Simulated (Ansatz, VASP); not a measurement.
## One calculation of SiO2, two programs

The input INCAR:

```
SYSTEM = SiO2
PREC = Accurate
ENCUT = 520
EDIFF = 1E-7
ISMEAR = -1
SIGMA = 0.03
LREAL = .False.
LASPH = .True.
NELM = 100
ALGO = Normal
ISIF = 2
LWAVE = .False.
LCHARG = .True.
GGA = PE
LELF = .True.
LVHAR = .True.
NBANDS = 25
```

File KPOINTS:

```
Automatic mesh
0
Gamma
  7 7 7
  0 0 0
```

File POSCAR:

```
SiO2
1.0
   -2.3255864014      2.3255864014      3.6675703910
    2.3255864014     -2.3255864014      3.6675703910
    2.3255864014      2.3255864014     -3.6675703910
Si O
2 4
Direct
    0.0000000000      0.0000000000      0.0000000000
    0.7500000000      0.2500000000      0.5000000000
    0.9983800000      0.6250000000      0.8733800000
    0.3750000000      0.2483800000      0.3733800000
    0.7516200000      0.1250000000      0.1266200000
    0.8750000000      0.0016200000      0.6266200000
```

Input for Ansatz:

```yaml
crystal:
  lattice:
    - [-2.3255864014, 2.3255864014, 3.667570391]
    - [2.3255864014, -2.3255864014, 3.667570391]
    - [2.3255864014, 2.3255864014, -3.667570391]
  atoms:
    - { symbol: Si, position: [0.0, 0.0, 0.0] }
    - { symbol: Si, position: [0.75, 0.25, 0.5] }
    - { symbol: O, position: [0.99838, 0.625, 0.87338] }
    - { symbol: O, position: [0.375, 0.24838, 0.37338] }
    - { symbol: O, position: [0.75162, 0.125, 0.12662] }
    - { symbol: O, position: [0.875, 0.00162, 0.62662] }
kpoints:
  mp_grid: { grid: [7, 7, 7] }
  band_path:
    path:
      - [0.0, 0.0, 0.0]
      - [0.0, 0.0, 0.5]
      - [0.25, 0.25, 0.25]
      - [0.0, 0.5, 0.0]
      - [0.0, 0.0, 0.0]
      - [0.5, 0.5, -0.5]
      - [0.350518975, 0.649481025, -0.350518975]
      - [-0.350518975, 0.350518975, 0.350518975]
      - [0.0, 0.0, 0.0]
    npoints: 5
scf:
  occupations: { method: fermi_dirac, width: 0.03 }
hamiltonian:
  xc: pbe
  pseudopotentials: { kind: all_electron, lapw: { basis_error: 0.001 } }
output:
  forces: true
  stress: true
  eigenvalues: true
```

Change from the starting cell: volume scaled by 0.94.

Alike in both runs: task single point; functional PBE; k mesh 7 × 7 × 7; occupations fermi-dirac, width 0.03 eV; no spin polarisation.

|  | VASP | Ansatz |
| --- | --- | --- |
| version | VASP 6.6.1 | Ansatz 0.2.0 |
| potentials or method | VASP PAW PBE potentials, release 64 (Si, O), cutoff 520 eV | all-electron LAPW, scalar-relativistic |

|  | VASP | Ansatz | Ansatz less VASP |
| --- | --- | --- | --- |
| gap on the k mesh at the Fermi level (eV) | 6.45 | 6.45 | +0.006 |
| pressure (GPa) | 16.0 | 15.7 | -0.26 |
| traceless stress, the component that is largest in VASP (GPa) | -1.01 | -1.08 | -0.076 |
| rms of the force components (eV/Å) | 0.477 | 0.475 | -0.0022 |

Atom by atom the forces differ by 0.002 eV/Å (rms over components). Ansatz ran all-electron here, and VASP with PAW potentials.
